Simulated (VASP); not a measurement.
WC (Qusongite):

```
W C
1.0
     2.84717    0.00000    0.00000
    -1.42358    2.46572    0.00000
     0.00000    0.00000    2.77869
W C
1 1
Direct
  0.00000 0.00000 0.00000
  0.66667 0.33333 0.50000
```

Base run:

```yaml
Program: VASP 6.6.1
Functional: revPBE
Potentials_or_basis: VASP PAW PBE potentials, release 64 (W_sv, C)
Cutoff: 520 eV
k_mesh: 10 × 10 × 9
Occupations: fermi-dirac, width 0.05 eV
Spin: no spin polarisation
```

Its results: band gap on the k mesh zero (band 9 reaches 12.73 eV, above the bottom of band 10 at 11.44 eV); pressure 39.5 GPa.

Task: The run is repeated on the same cell with these changes: functional from revPBE to r2SCAN. What comes out?

Result: Band gap on the k mesh zero (band 9 reaches 12.59 eV, above the bottom of band 10 at 11.27 eV); pressure 33.0 GPa.

Caveats: the PAW data sets were made with another functional, which shifts forces and pressure a little; spin-orbit coupling is left out, which moves the levels of the heavy elements.
